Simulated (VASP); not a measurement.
# Sr (P6_3/mmc) in VASP: notebook

Runs on Sr. Level: PBEsol. Tasks: relaxation of cell and atoms.

All numbers are computed with VASP 6.6.1; they aren't measurements. Logs are shortened: lines on timing, memory, paths and dates and some standing lists are left out, and cuts for length are marked.

## Step 1: The cell of the first run

The structure is hexagonal, space group P6_3/mmc (No. 194). The conventional cell has a = 4.300 Å, b = 4.300 Å, c = 7.022 Å, α = 90.00°, β = 90.00°, γ = 120.00°. Within 5.6 Å of Sr (site symmetry -6m2) lie 12 Sr at 4.30 Å.

This isn't the form of Sr at room conditions, which is fcc.

## Step 2: Relaxation of cell and atoms, PBEsol

INCAR

```
PREC = Accurate
ENCUT = 600
EDIFF = 1E-7
ISMEAR = 1
SIGMA = 0.05
LREAL = F
LASPH = T
NELM = 60
ALGO = Normal
ISIF = 3
LWAVE = F
LCHARG = F
GGA = PS
IBRION = 2
NSW = 80
EDIFFG = -0.03
```

KPOINTS

```
regular mesh
0
Gamma
  6 6 3
```

POSCAR

```
Sr
1.0
    4.3000000000      0.0000000000      0.0000000000
   -2.1500000000      3.7239092363      0.0000000000
    0.0000000000      0.0000000000      7.0219000000
Sr
2
Direct
    0.3333333333      0.6666666667      0.2500000000
    0.6666666667      0.3333333333      0.7500000000
```

Potentials or basis: VASP PAW PBE potentials, release 64 (Sr_sv).

Launch:

```sh
$ cat potpaw_PBE.64/Sr_sv/POTCAR > POTCAR
$ mpirun -np 1 vasp_std > vasp.out
```

OUTCAR:

```text
PREC = Accurate
   ENCUT = 600
   EDIFF = 1E-7
   ISMEAR = 1
   LREAL = F
   LASPH = T
   NELM = 60
   ISIF = 3
   GGA = PS
   IBRION = 2
   NSW = 80
   EDIFFG = -0.03

 ion  position               nearest neighbor table
   1  0.333  0.667  0.250-   2 4.30   2 4.30   2 4.30   2 4.30   2 4.30   2 4.30
   2  0.667  0.333  0.750-   1 4.30   1 4.30   1 4.30   1 4.30   1 4.30   1 4.30

  LATTYP: Found a hexagonal cell.
 ALAT       =     4.3000000000
 C/A-ratio  =     1.6330000000

  Lattice vectors:

 A1 = (   4.3000000000,   0.0000000000,   0.0000000000)
 A2 = (  -2.1500000000,   3.7239092363,   0.0000000000)
 A3 = (   0.0000000000,   0.0000000000,   7.0219000000)

Analysis of symmetry for initial positions (statically):
=====================================================================
 Subroutine PRICEL returns:
 Original cell was already a primitive cell.

 Routine SETGRP: Setting up the symmetry group for a
 hexagonal supercell.

 Subroutine GETGRP returns: Found 24 space group operations
 (whereof 12 operations were pure point group operations)
 out of a pool of 24 trial point group operations.

The static configuration has the point symmetry D_3d.
 The point group associated with its full space group is D_6h.

Analysis of symmetry for dynamics (positions and initial velocities):
=====================================================================
 Subroutine PRICEL returns:
 Original cell was already a primitive cell.

 Routine SETGRP: Setting up the symmetry group for a
 hexagonal supercell.

 Subroutine GETGRP returns: Found 24 space group operations
 (whereof 12 operations were pure point group operations)
 out of a pool of 24 trial point group operations.

The dynamic configuration has the point symmetry D_3d.
 The point group associated with its full space group is D_6h.

 Subroutine INISYM returns: Found 24 space group operations
 (whereof 12 operations are pure point group operations),
 and found     1 'primitive' translations

----------------------------------------------------------------------------------------

                                     Primitive cell

  volume of cell :     112.4403

  direct lattice vectors                    reciprocal lattice vectors
     4.300000000  0.000000000  0.000000000     0.232558140  0.134267504  0.000000000
    -2.150000000  3.723909236  0.000000000     0.000000000  0.268535009  0.000000000
     0.000000000  0.000000000  7.021900000     0.000000000  0.000000000  0.142411598

  length of vectors
     4.300000000  4.300000000  7.021900000     0.268535009  0.268535009  0.142411598

  position of ions in fractional coordinates (direct lattice)
     0.333333333  0.666666667  0.250000000
     0.666666667  0.333333333  0.750000000

  ion indices of the primitive-cell ions
   primitive index   ion index
                 1           1
                 2           2

----------------------------------------------------------------------------------------

 KPOINTS: regular mesh

Automatic generation of k-mesh.
 Grid dimensions read from file:
 generate k-points for:    6    6    3

 Generating k-lattice:

  Cartesian coordinates                     Fractional coordinates (reciprocal lattice)
     0.038759690  0.022377917  0.000000000     0.166666667  0.000000000  0.000000000
     0.000000000  0.044755835  0.000000000     0.000000000  0.166666667  0.000000000
     0.000000000  0.000000000  0.047470533     0.000000000  0.000000000  0.333333333

  Length of vectors
     0.044755835  0.044755835  0.047470533

  Shift w.r.t. Gamma in fractional coordinates (k-lattice)
     0.000000000  0.000000000  0.000000000

 Subroutine IBZKPT returns following result:
 ===========================================

 Found     14 irreducible k-points:

 Following reciprocal coordinates:
            Coordinates               Weight
  0.000000  0.000000  0.000000      1.000000
  0.166667  0.000000  0.000000      6.000000
  0.333333  0.000000  0.000000      6.000000
  0.500000  0.000000  0.000000      3.000000
  0.166667  0.166667  0.000000      6.000000
  0.333333  0.166667  0.000000     12.000000
  0.333333  0.333333  0.000000      2.000000
  0.000000  0.000000  0.333333      2.000000
  0.166667  0.000000  0.333333     12.000000
  0.333333  0.000000  0.333333     12.000000
  0.500000  0.000000  0.333333      6.000000
  0.166667  0.166667  0.333333     12.000000
  0.333333  0.166667  0.333333     24.000000
  0.333333  0.333333  0.333333      4.000000
   k-points           NKPTS =     14   k-points in BZ     NKDIM =     14   number of bands    NBANDS=     14
   number of dos      NEDOS =    301   number of ions     NIONS =      2
   total plane-waves  NPLWV =  72576
   dimension x,y,z NGX =    36 NGY =   36 NGZ =   56
   dimension x,y,z NGXF=    72 NGYF=   72 NGZF=  112
   ions per type =               2
   NGX,Y,Z   is equivalent  to a cutoff of  13.92, 13.92, 13.26 a.u.
   NGXF,Y,Z  is equivalent  to a cutoff of  27.84, 27.84, 26.52 a.u.
 SYSTEM =  unknown system
   PREC   = accura    normal or accurate (medium, high low for compatibility)
   ISTART =      0    job   : 0-new  1-cont  2-samecut
   ICHARG =      2    charge: 1-file 2-atom 10-const
   ISPIN  =      1    spin polarized calculation?
   LNONCOLLINEAR =      F non collinear calculations
   LSORBIT =      F    spin-orbit coupling
   LASPH  =      T    aspherical Exc in radial PAW
   ENCUT  =  600.0 eV  44.10 Ry    6.64 a.u.   8.59  8.59 14.02*2*pi/ulx,y,z
   NELM   =     60;   NELMIN=  2; NELMDL= -5     # of ELM steps
   EDIFF  = 0.1E-06   stopping-criterion for ELM
   LREAL  =      F    real-space projection
   EDIFFG = -.3E-01   stopping-criterion for IOM
   NSW    =     80    number of steps for IOM
   IBRION =      2    ionic relax: 0-MD 1-quasi-New 2-CG
   NFREE  =      1    steps in history (QN), initial steepest desc. (CG)
   ISIF   =      3    stress and relaxation
   ISYM   =      2    0-nonsym 1-usesym 2-fastsym
   POTIM  = 0.5000    time-step for ionic-motion
   TEBEG  =    0.0;   TEEND  =   0.0 temperature during run
   PSTRESS=    0.0 pullay stress
   NELECT =      20.0000    total number of electrons
   NUPDOWN=      -1.0000    fix difference up-down
   EMIN   =  10.00;   EMAX   =-10.00  energy-range for DOS
   EFERMI =   0.00;   METHOD = LEGACY
   ISMEAR =     1;   SIGMA  =   0.05  broadening in eV -4-tet -1-fermi 0-gaus
   EFERMI_NEDOS =   21; number of points for ismear=-14 and -15
   IALGO  =     38    algorithm
   IMIX   =      4    mixing-type and parameters
     AMIX     =   0.40;   BMIX     =  1.00
     AMIX_MAG =   1.60;   BMIX_MAG =  1.00
  volume/ion in A,a.u.               =      56.22       379.39
  Fermi-wavevector in a.u.,A,eV,Ry     =   0.920684  1.739841 11.533110  0.847660
  Thomas-Fermi vector in A             =   2.046017
   LORBIT       =      0    0 simple, 1 ext, 2 COOP (PROOUT), +10 PAW based schemes
   GGA     = PS    functional components
   LHFCALC =     F    Hartree Fock is set to
   AEXX    =    0.0000 exact exchange contribution
   IVDW    =     0    specifies the selected vdW correction
   LEPSILON=     F    determine dielectric tensor
   LRPA    =     F    only Hartree local field effects (RPA)
 conjugate gradient relaxation of ions
 non-spin polarized calculation
 Methfessel and Paxton  Order N= 1 SIGMA  =   0.05
  energy-cutoff  :      600.00
  volume of cell :      112.44
 maximum number of plane-waves:      3791
 NGX is ok and might be reduce to    36
   NGX = 17   NGY = 17   NGZ = 29

--------------------------------------- Ionic step        1  -------------------------------------------

 number of electron      20.0000000 magnetization

 Free energy of the ion-electron system (eV)
  ---------------------------------------------------
  ext. energy  EPLUGINS =         0.00000000
  ---------------------------------------------------
  free energy    TOTEN  =        -3.60129035 eV

  energy without entropy =       -3.59665323  energy(sigma->0) =       -3.59974464

------------------------ aborting loop because EDIFF is reached ----------------------------------------

  FORCE on cell =-STRESS in cart. coord.  units (eV):
  Direction    XX          YY          ZZ          XY          YZ          ZX
  --------------------------------------------------------------------------------------
  -------------------------------------------------------------------------------------
  Total       -0.3802782     -0.3802782     -0.6708624      0.0000000     -0.0000000      0.0000000
  in kB       -5.4186336     -5.4186336     -9.5592070      0.0000000     -0.0000000      0.0000000
  external PRESSURE =      -6.7988248 kB  Pullay stress =       0.0000000 kB
[... 237 lines left out ...]
  energy  without entropy=       -3.6313086513  energy(sigma->0) =       -3.63054283

--------------------------------------- Ionic step        8  -------------------------------------------

 number of electron      20.0000000 magnetization

 Free energy of the ion-electron system (eV)
  ---------------------------------------------------
  ext. energy  EPLUGINS =         0.00000000
  ---------------------------------------------------
  free energy    TOTEN  =        -3.63022393 eV

  energy without entropy =       -3.63146689  energy(sigma->0) =       -3.63063825

 E-fermi :   1.6190     XC(G=0):  -7.5522

 val. band max:        1.5967765615   @ k =   0.3333   0.3333   0.3333
 cond. band min:       1.6615416579   @ k =   0.3333   0.0000   0.0000
 fundamental gap:      0.0647650963
 Fermi energy:         1.6190322837

 k-point     1 :       0.0000    0.0000    0.0000
  band No.  band energies     occupation
      1     -34.8253      2.00000
      2     -34.8039      2.00000
      3     -16.9797      2.00000
      4     -16.7595      2.00000
      5     -16.7595      2.00000
      6     -16.7211      2.00000
      7     -16.7178      2.00000
      8     -16.7178      2.00000
      9      -2.0935      2.00000
     10       0.6048      2.00000
     11       1.9723     -0.00000
     12       3.8880      0.00000
     13       3.8880      0.00000
     14       4.2349      0.00000
[... 248 lines left out ...]
  FREE ENERGIE OF THE ION-ELECTRON SYSTEM (eV)
  ---------------------------------------------------
  free  energy   TOTEN  =        -3.6302239347 eV

  energy  without entropy=       -3.6314668865  energy(sigma->0) =       -3.63063825

 reached required accuracy - stopping structural energy minimisation
```

Run time: 1.9 min. Hardware: 1 thread of Intel Xeon Platinum 8488C (Sapphire Rapids), shared host; peak memory 0.27 GiB.

Results:

```
Free energy                           : -3.6302 eV
Relaxed volume                        : 52.90 Å³/atom
Relaxed cell                          : a = 4.289 Å, b = 4.289 Å, c = 6.640 Å, α = 90.00°, β = 90.00°, γ = 120.00°
Space group after relaxing (to 0.1 Å) : P6_3/mmc (No. 194)
Energy gained by relaxing             : 14.5 meV/atom
Ionic steps                           : 8
Pressure after relaxing               : 0.0 GPa
Band gap on the k mesh                : zero (bands 10 and 11 overlap by 0.19 eV)
```

Stress tensor (GPa, compression positive):
```
-0.01  0.00  0.00
 0.00 -0.01  0.00
 0.00  0.00  0.07
```

Step by step:
| step | energy change (eV) | largest force (eV/Å) | pressure (GPa) | volume (Å³) |
| --- | --- | --- | --- | --- |
| 1 | 0.0000 | 0.0000 | -0.68 | 112.44 |
| 2 | -0.0147 | 0.0000 | -0.36 | 108.60 |
| 3 | -0.0213 | 0.0000 | 0.08 | 104.59 |
| 4 | -0.0259 | 0.0000 | 0.19 | 104.11 |
| 5 | -0.0270 | 0.0000 | 0.24 | 103.83 |
| 6 | -0.0271 | 0.0000 | 0.26 | 103.72 |
| 7 | -0.0289 | 0.0000 | 0.07 | 105.41 |
| 8 | -0.0289 | 0.0000 | 0.02 | 105.80 |

Final structure:
```yaml
crystal:
  lattice:
    - [4.28931, 0.00000, 0.00000]
    - [-2.14465, 3.71465, 0.00000]
    - [0.00000, 0.00000, 6.64010]
  atoms:
    - { symbol: Sr, position: [0.33333, 0.66667, 0.25000] }
    - { symbol: Sr, position: [0.66667, 0.33333, 0.75000] }
```

Levels at points of the mesh, in eV from the Fermi level:
| k point | band 8 | band 9 | band 10 | band 11 | band 12 | band 13 |
| --- | --- | --- | --- | --- | --- | --- |
| (0.00, 0.00, 0.00) | -18.34 | -3.71 | -1.01 | 0.35 | 2.27 | 2.27 |
| (0.50, 0.00, 0.00) | -18.36 | -1.20 | -0.57 | 0.10 | 0.18 | 1.49 |

Caveat: the PAW data sets were made with another functional, which shifts forces and pressure a little.

## Step 3: Relaxation of cell and atoms, PBEsol, target pressure 5 GPa, at which the enthalpy is minimised

INCAR

```
SYSTEM = Sr
ALGO     = Normal         ! electronic algorithm
EDIFF    = 1E-6           ! SCF threshold, eV
EDIFFG   = -0.03          ! ionic threshold
ENCUT    = 600            ! plane-wave cutoff, eV
GGA      = PS             ! functional
IBRION   = 2              ! ionic algorithm
ISIF     = 3              ! what is computed and relaxed
ISMEAR   = 1              ! smearing method
LASPH    = .TRUE.         ! aspherical terms in the spheres
LCHARG   = .FALSE.        ! write CHGCAR
LREAL    = .FALSE.        ! projectors in reciprocal space
LWAVE    = .FALSE.        ! write WAVECAR
NELM     = 80             ! most SCF steps
NSW      = 80             ! ionic steps
PREC     = Accurate       ! precision mode
PSTRESS  = 50.0         
SIGMA    = 0.05           ! smearing width, eV
```

KPOINTS

```
k-points
0
G
  6 6 3
  0 0 0
```

POSCAR is that of step 2.

Potentials or basis: VASP PAW PBE potentials, release 64 (Sr_sv).

Launch:

```sh
$ cat potpaw_PBE.64/Sr_sv/POTCAR > POTCAR
$ mpirun -np 1 vasp_std > vasp.out
```

OUTCAR:

```text
SYSTEM = Sr
   EDIFF = 1E-6
   EDIFFG = -0.03
   ENCUT = 600
   GGA = PS
   IBRION = 2
   ISIF = 3
   ISMEAR = 1
   LASPH = .TRUE.
   LREAL = .FALSE.
   NELM = 80
   NSW = 80
   PREC = Accurate
   PSTRESS = 50.0

 ion  position               nearest neighbor table
   1  0.333  0.667  0.250-   2 4.30   2 4.30   2 4.30   2 4.30   2 4.30   2 4.30
   2  0.667  0.333  0.750-   1 4.30   1 4.30   1 4.30   1 4.30   1 4.30   1 4.30

  LATTYP: Found a hexagonal cell.
 ALAT       =     4.3000000000
 C/A-ratio  =     1.6330000000

  Lattice vectors:

 A1 = (   4.3000000000,   0.0000000000,   0.0000000000)
 A2 = (  -2.1500000000,   3.7239092363,   0.0000000000)
 A3 = (   0.0000000000,   0.0000000000,   7.0219000000)

Analysis of symmetry for initial positions (statically):
[... 281 lines left out ...]

 number of electron      20.0000000 magnetization

------------------------ aborting loop because EDIFF is reached ----------------------------------------
[... 71 lines left out ...]
--------------------------------------- Ionic step       14  -------------------------------------------

 number of electron      20.0000000 magnetization

 Free energy of the ion-electron system (eV)
  ---------------------------------------------------
  ext. energy  EPLUGINS =         0.00000000
  ---------------------------------------------------
  free energy    TOTEN  =        -3.26252027 eV

  energy without entropy =       -3.26118214  energy(sigma->0) =       -3.26207423

 E-fermi :   2.8138     XC(G=0):  -8.6050

 val. band max:        2.8102707901   @ k =   0.3333   0.1667   0.0000
 cond. band min:       2.8391563325   @ k =   0.1667   0.1667   0.0000
 fundamental gap:      0.0288855425
 Fermi energy:         2.8137502790

 k-point     1 :       0.0000    0.0000    0.0000
  band No.  band energies     occupation
      1     -33.0797      2.00000
      2     -33.0176      2.00000
      3     -15.4429      2.00000
      4     -14.9029      2.00000
      5     -14.9029      2.00000
      6     -14.8319      2.00000
      7     -14.8319      2.00000
      8     -14.8319      2.00000
      9      -1.2788      2.00000
     10       1.4263      2.00000
     11       3.5190     -0.00000
     12       5.3103      0.00000
     13       5.5111      0.00000
     14       5.5111      0.00000
[... 252 lines left out ...]
  energy  without entropy=       -3.2611821387  energy(sigma->0) =       -3.26207423

  enthalpy is  TOTEN    =        -0.8438817410 eV   P V=        2.4186385296

 reached required accuracy - stopping structural energy minimisation
```

Wall time 2.8 min (1 thread of Intel Xeon Platinum 8488C (Sapphire Rapids), shared host); peak memory 0.27 GiB.

Results:

| Quantity | Value |
| --- | --- |
| Free energy | -3.2625 eV |
| Relaxed volume | 38.75 Å³/atom |
| Relaxed cell | a = 3.766 Å, b = 3.766 Å, c = 6.310 Å, α = 90.00°, β = 90.00°, γ = 120.00° |
| Space group after relaxing (to 0.1 Å) | P6_3/mmc (No. 194) |
| Energy change on relaxing (the run minimises the enthalpy) | +169.4 meV/atom |
| Ionic steps | 14 |
| Pressure after relaxing | 5.1 GPa |
| Band gap on the k mesh | zero (bands 10 and 11 overlap by 0.47 eV) |

Step by step:
| step | energy change (eV) | largest force (eV/Å) | pressure (GPa) | volume (Å³) |
| --- | --- | --- | --- | --- |
| 1 | 0.0000 | 0.0000 | -0.68 | 112.44 |
| 2 | 0.1932 | 0.0000 | 3.61 | 83.03 |
| 3 | 0.3047 | 0.0000 | 4.78 | 78.78 |
| 4 | 0.3260 | 0.0000 | 4.98 | 78.08 |
| 5 | 0.3452 | 0.0000 | 5.15 | 77.48 |
| 6 | 0.3300 | 0.0000 | 5.01 | 77.91 |
| 7 | 0.3058 | 0.0000 | 4.77 | 78.63 |
| 8 | 0.2649 | 0.0000 | 4.35 | 80.06 |
| 9 | 0.2979 | 0.0000 | 4.69 | 78.87 |
| 10 | 0.3043 | 0.0000 | 4.75 | 78.63 |
| 11 | 0.3077 | 0.0000 | 4.77 | 78.51 |
| 12 | 0.3089 | 0.0000 | 4.77 | 78.48 |
| 13 | 0.3213 | 0.0000 | 4.89 | 78.06 |
| 14 | 0.3388 | 0.0000 | 5.07 | 77.50 |

Final structure:
```
CELL_PARAMETERS angstrom
3.76604 0.00000 0.00000
-1.88302 3.26149 0.00000
0.00000 0.00000 6.30974
ATOMIC_POSITIONS crystal
Sr 0.33333 0.66667 0.25000
Sr 0.66667 0.33333 0.75000
```

Levels at points of the mesh, in eV from the Fermi level:
```csv
k point,band 8,band 9,band 10,band 11,band 12,band 13
"(0.00, 0.00, 0.00)",-17.65,-4.09,-1.39,0.71,2.50,2.70
"(0.50, 0.00, 0.00)",-17.74,-1.08,-0.56,-0.28,0.50,1.71
```

Caveat: the cell is relaxed towards a set pressure, so the run minimises the enthalpy, not the energy; the volume moved by over 15 % at a fixed basis, so the end points are rough; the PAW data sets were made with another functional, which shifts forces and pressure a little.

(Part 1 of 2 ends here.)

The gap in the log of VASP goes by the Fermi energy; the results here count the filled bands.